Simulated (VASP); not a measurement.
# Fe3Pb (Fm-3m) in VASP: further runs

Fe3Pb is run at these levels: PBE; tasks: single point.

Program: VASP 6.6.1. These are calculated values, not measurements. Logs are shortened: lines on timing, memory, paths and dates and some standing lists are left out, and cuts for length are marked.

**1. The cell of the first run**

The structure is cubic, space group Fm-3m (No. 225). Conventional cell: a = 6.145 Å, b = 6.145 Å, c = 6.145 Å, α = 90.00°, β = 90.00°, γ = 90.00°. Within 3.5 Å of Fe (site symmetry -43m) lie 10 Fe at 2.66 to 3.07 Å and 4 Pb at 2.66 Å. Fe (site symmetry m-3m) has 8 Fe at 2.66 Å and 6 Pb at 3.07 Å within 3.5 Å. Pb (site symmetry m-3m) has 14 Fe at 2.66 to 3.07 Å within 3.5 Å.

**2. Single point, PBE, collinear spin, ferromagnetic start**

Input file INCAR:

```
SYSTEM = Fe3Pb
PREC     = Accurate       ! precision mode
ENCUT    = 520            ! plane-wave cutoff, eV
EDIFF    = 1E-7           ! SCF threshold, eV
ISMEAR   = 0              ! smearing method
SIGMA    = 0.1            ! smearing width, eV
LREAL    = .FALSE.        ! projectors in reciprocal space
LASPH    = .TRUE.         ! aspherical terms in the spheres
NELM     = 150            ! most SCF steps
ALGO     = Normal         ! electronic algorithm
ISIF     = 2              ! what is computed and relaxed
LWAVE    = .FALSE.        ! write WAVECAR
LCHARG   = .TRUE.         ! write CHGCAR
ISPIN    = 2              ! spin polarisation
MAGMOM   = 4.5 4.5 4.5 0  ! initial moments
LORBIT   = 11             ! projections on sites
LMAXMIX  = 4              ! l up to which the mixer works
GGA      = PE             ! functional
LELF     = .TRUE.         ! ELF
LVHAR    = .TRUE.       
NBANDS   = 31             ! bands
```

Input file KPOINTS:

```
regular mesh
0
G
  12 12 12
  0 0 0
```

Input file POSCAR:

```
Fe3Pb
1.0
    0.0000000000      3.0723652442      3.0723652442
    3.0723652442      0.0000000000      3.0723652442
    3.0723652442      3.0723652442      0.0000000000
Fe Pb
3 1
Direct
    0.2500000000      0.2500000000      0.2500000000
    0.7500000000      0.7500000000      0.7500000000
    0.5000000000      0.5000000000      0.5000000000
    0.0000000000      0.0000000000      0.0000000000
```

Potentials or basis: VASP PAW PBE potentials, release 64 (Fe, Pb_d).

Started as:

```bash
$ cat potpaw_PBE.64/Fe/POTCAR potpaw_PBE.64/Pb_d/POTCAR > POTCAR
$ mpirun -np 1 vasp_std > vasp.out
```

OUTCAR:

```text
SYSTEM = Fe3Pb
   PREC = Accurate
   ENCUT = 520
   EDIFF = 1E-7
   ISMEAR = 0
   LREAL = .FALSE.
   LASPH = .TRUE.
   NELM = 150
   ISIF = 2
   ISPIN = 2
   LORBIT = 11
   GGA = PE

 ion  position               nearest neighbor table
   1  0.250  0.250  0.250-   4 2.66   4 2.66   4 2.66   3 2.66   3 2.66   3 2.66   4 2.66   3 2.66
                             2 3.07   2 3.07   2 3.07   2 3.07   2 3.07   2 3.07
   2  0.750  0.750  0.750-   3 2.66   3 2.66   3 2.66   4 2.66   4 2.66   4 2.66   4 2.66   3 2.66
                             1 3.07   1 3.07   1 3.07   1 3.07   1 3.07   1 3.07
   3  0.500  0.500  0.500-   1 2.66   1 2.66   1 2.66   2 2.66   2 2.66   2 2.66   2 2.66   1 2.66
                             4 3.07   4 3.07   4 3.07   4 3.07   4 3.07   4 3.07
   4  0.000  0.000  0.000-   2 2.66   2 2.66   2 2.66   1 2.66   1 2.66   1 2.66   2 2.66   1 2.66
                             3 3.07   3 3.07   3 3.07   3 3.07   3 3.07   3 3.07

  LATTYP: Found a face centered cubic cell.
 ALAT       =     6.1447304884

  Lattice vectors:

 A1 = (   0.0000000000,   3.0723652442,   3.0723652442)
 A2 = (   3.0723652442,   0.0000000000,   3.0723652442)
 A3 = (   3.0723652442,   3.0723652442,   0.0000000000)

Analysis of symmetry for initial positions (statically):
=====================================================================
 Subroutine PRICEL returns:
 Original cell was already a primitive cell.

 Routine SETGRP: Setting up the symmetry group for a
 face centered cubic supercell.

 Subroutine GETGRP returns: Found 48 space group operations
 (whereof 48 operations were pure point group operations)
 out of a pool of 48 trial point group operations.

The static configuration has the point symmetry O_h .

Analysis of symmetry for dynamics (positions and initial velocities):
=====================================================================
 Subroutine PRICEL returns:
 Original cell was already a primitive cell.

 Routine SETGRP: Setting up the symmetry group for a
 face centered cubic supercell.

 Subroutine GETGRP returns: Found 48 space group operations
 (whereof 48 operations were pure point group operations)
 out of a pool of 48 trial point group operations.

The dynamic configuration has the point symmetry O_h .

Analysis of structural, dynamic, and magnetic symmetry:
=====================================================================
 Subroutine PRICEL returns:
 Original cell was already a primitive cell.

 Routine SETGRP: Setting up the symmetry group for a
 face centered cubic supercell.

 Subroutine GETGRP returns: Found 48 space group operations
 (whereof 48 operations were pure point group operations)
 out of a pool of 48 trial point group operations.

The overall configuration has the point symmetry O_h .

[... 135 lines left out ...]
  energy-cutoff  :      520.00
  volume of cell :       58.00
 maximum number of plane-waves:      1588
   NGX = 17   NGY = 17   NGZ = 17

 number of electron      38.0000000 magnetization      13.5000000

 number of electron      38.0000016 magnetization       6.9454977

 Free energy of the ion-electron system (eV)
  ---------------------------------------------------
  ext. energy  EPLUGINS =         0.00000000
  ---------------------------------------------------
  free energy    TOTEN  =       -26.61950044 eV

  energy without entropy =      -26.60200611  energy(sigma->0) =      -26.61075327

 E-fermi :   7.7413     XC(G=0): -12.4494

 val. band max:        7.7361532961   @ k =  -0.1667   0.1667   0.0000
 cond. band min:       7.7442289292   @ k =   0.3333   0.0833   0.0000
 fundamental gap:      0.0080756331
 Fermi energy:         7.7413011540

 spin component 1

 k-point     1 :       0.0000    0.0000    0.0000
  band No.  band energies     occupation
      1      -9.2432      1.00000
      2      -9.2432      1.00000
      3      -9.2432      1.00000
      4      -9.1365      1.00000
      5      -9.1365      1.00000
      6      -3.8586      1.00000
[... 805 lines left out ...]
     30      17.4155      0.00000
     31      17.5701      0.00000

 [... further k-points ...]

 spin component 2

 k-point     1 :       0.0000    0.0000    0.0000
  band No.  band energies     occupation
      1      -9.2509      1.00000
      2      -9.2509      1.00000
      3      -9.2509      1.00000
      4      -9.1660      1.00000
      5      -9.1660      1.00000
      6      -3.8416      1.00000
[... 805 lines left out ...]
     30      17.9210      0.00000
     31      18.1326      0.00000

 [... further k-points ...]

------------------------ aborting loop because EDIFF is reached ----------------------------------------

  FORCE on cell =-STRESS in cart. coord.  units (eV):
  Direction    XX          YY          ZZ          XY          YZ          ZX
  --------------------------------------------------------------------------------------
  -------------------------------------------------------------------------------------
  Total       -0.0049475     -0.0049475     -0.0049475      0.0000000     -0.0000000     -0.0000000
  in kB       -0.1366613     -0.1366613     -0.1366613      0.0000000     -0.0000000     -0.0000000
  external PRESSURE =      -0.1366613 kB  Pullay stress =       0.0000000 kB

 VOLUME and BASIS-vectors are now :
 -----------------------------------------------------------------------------
  energy-cutoff  :      520.00
  volume of cell :       58.00
      direct lattice vectors                 reciprocal lattice vectors
     0.000000000  3.072365244  3.072365244    -0.162741068  0.162741068  0.162741068
     3.072365244  0.000000000  3.072365244     0.162741068 -0.162741068  0.162741068
     3.072365244  3.072365244  0.000000000     0.162741068  0.162741068 -0.162741068

 POSITION                                       TOTAL-FORCE (eV/Angst)
 -----------------------------------------------------------------------------------
      1.53618      1.53618      1.53618         0.000000      0.000000      0.000000
      4.60855      4.60855      4.60855        -0.000000     -0.000000     -0.000000
      3.07237      3.07237      3.07237        -0.000000      0.000000     -0.000000
      0.00000      0.00000      0.00000        -0.000000      0.000000     -0.000000
 -----------------------------------------------------------------------------------
    total drift:                                0.000000     -0.000000      0.000000

  FREE ENERGIE OF THE ION-ELECTRON SYSTEM (eV)
  ---------------------------------------------------
  free  energy   TOTEN  =       -26.6195004383 eV

  energy  without entropy=      -26.6020061091  energy(sigma->0) =      -26.61075327

 total charge

# of ion       s       p       d       tot
------------------------------------------
    1        0.372   0.408   6.332   7.111
    2        0.372   0.408   6.332   7.111
    3        0.398   0.392   6.180   6.970
    4        1.183   1.200   9.875  12.258
--------------------------------------------------
tot          2.324   2.408  28.719  33.451

 magnetization (x)

# of ion       s       p       d       tot
------------------------------------------
    1        0.004  -0.019   2.239   2.224
    2        0.004  -0.019   2.239   2.224
    3       -0.012  -0.026   2.684   2.645
    4        0.001  -0.076  -0.002  -0.076
--------------------------------------------------
tot         -0.002  -0.141   7.160   7.016
```

OSZICAR:

```text
N       E                     dE             d eps       ncg     rms          rms(c)
DAV:   1     0.353474390920E+03    0.35347E+03   -0.16818E+04  8968   0.160E+03
DAV:   2     0.281754853064E+00   -0.35319E+03   -0.33477E+03  8928   0.375E+02
DAV:   3    -0.267663197944E+02   -0.27048E+02   -0.25941E+02 10104   0.135E+02
DAV:   4    -0.274677551121E+02   -0.70144E+00   -0.70063E+00 10708   0.231E+01
DAV:   5    -0.274936700225E+02   -0.25915E-01   -0.25914E-01 13223   0.375E+00    0.182E+01
DAV:   6    -0.276506128420E+02   -0.15694E+00   -0.18568E+01 11185   0.568E+01    0.122E+01
DAV:   7    -0.266854390785E+02    0.96517E+00   -0.39018E+00 10357   0.301E+01    0.590E+00
DAV:   8    -0.268815364271E+02   -0.19610E+00   -0.73696E-01 12234   0.189E+01    0.729E+00
DAV:   9    -0.266348724479E+02    0.24666E+00   -0.53574E-01 11789   0.140E+01    0.194E+00
DAV:  10    -0.266206457254E+02    0.14227E-01   -0.55293E-02 11565   0.244E+00    0.677E-01
DAV:  11    -0.266196198045E+02    0.10259E-02   -0.34516E-03 10556   0.676E-01    0.254E-01
DAV:  12    -0.266194836278E+02    0.13618E-03   -0.70722E-04 11301   0.450E-01    0.489E-02
DAV:  13    -0.266194975615E+02   -0.13934E-04   -0.10402E-04 10860   0.110E-01    0.307E-02
DAV:  14    -0.266195002899E+02   -0.27284E-05   -0.81303E-06 10639   0.322E-02    0.147E-02
DAV:  15    -0.266195010474E+02   -0.75745E-06   -0.20098E-06 11556   0.143E-02    0.504E-03
DAV:  16    -0.266195006458E+02    0.40162E-06   -0.42211E-07  9886   0.852E-03    0.264E-03
DAV:  17    -0.266195005293E+02    0.11642E-06   -0.34516E-08  5124   0.351E-03    0.107E-03
DAV:  18    -0.266195004383E+02    0.91097E-07   -0.21807E-08  4933   0.127E-03
   1 F= -.26619500E+02 E0= -.26610753E+02  d E =-.174943E-01  mag=     6.9455
```

It took 3.9 min on 1 thread of Intel Xeon Platinum 8488C (Sapphire Rapids), shared host; peak memory 0.34 GiB.

Results:

```yaml
Free_energy: -26.6195 eV
Pressure: 0.0 GPa
Net_moment: 6.95 μB per cell
Site_moments: Fe +2.22, +2.65 (each value once); Pb -0.08 μB
Valence_electrons_inside_the_program's_atomic_spheres: Fe 7.11, 6.97 (each value once); Pb 12.26
```

Caveat: spin-orbit coupling is left out, which moves the levels of the heavy elements.

**3. Single point, PBE, collinear spin, ferrimagnetic start**

Input file INCAR:

```
ALGO = Normal
EDIFF = 1E-7
ENCUT = 520
GGA = PE
ISIF = 2
ISMEAR = 0
ISPIN = 2
LASPH = T
LCHARG = T
LELF = T
LMAXMIX = 4
LORBIT = 11
LREAL = F
LVHAR = T
LWAVE = F
MAGMOM = 3 3 -3 0
NBANDS = 31
NELM = 150
PREC = Accurate
SIGMA = 0.1
```

Input file KPOINTS:

```
k-points
0
Gamma
  12 12 12
```

POSCAR is that of step 2.

Potentials or basis: VASP PAW PBE potentials, release 64 (Fe, Pb_d).

Started as:

```bash
$ cat potpaw_PBE.64/Fe/POTCAR potpaw_PBE.64/Pb_d/POTCAR > POTCAR
$ mpirun -np 1 vasp_std > vasp.out
```

It took 5.5 min on 1 thread of Intel Xeon Platinum 8488C (Sapphire Rapids), shared host; peak memory 0.34 GiB.

It converged, with:

| Quantity | Value |
| --- | --- |
| Free energy | -25.7132 eV |
| Pressure | 0.1 GPa |
| Net moment | 1.24 μB per cell |
| Site moments | Fe +1.95, -2.47 (each value once); Pb -0.07 μB |
| Valence electrons inside the program's atomic spheres | Fe 7.12, 6.94 (each value once); Pb 12.27 |

Levels at points of the mesh, in eV from the Fermi level:
Spin up:
```
           k point  band 15  band 16  band 17  band 18  band 19  band 20  band 21  band 22  band 23  band 24
(0.00, 0.00, 0.00)    -1.05    -1.05    -0.71    -0.71    -0.71     0.65     0.65     1.64     3.85     3.85
(0.50, 0.00, 0.00)    -1.87    -1.87    -1.73    -0.48    -0.48     0.05     0.40     0.41     2.44     3.50
(0.50, 0.50, 0.00)    -1.79    -1.79    -1.47    -1.08    -0.70    -0.60     0.06     0.06     0.23     0.78
```
Spin down:
```tsv
k point	band 16	band 17	band 18	band 19	band 20	band 21	band 22	band 23
(0.00, 0.00, 0.00)	-0.56	0.53	0.53	0.53	1.02	1.02	1.32	4.53
(0.50, 0.00, 0.00)	-1.01	-0.36	-0.13	-0.13	0.06	0.19	0.19	3.02
(0.50, 0.50, 0.00)	-1.14	-0.48	-0.48	-0.17	0.33	0.44	0.44	0.98
```

Caveat: spin-orbit coupling is left out, which moves the levels of the heavy elements.
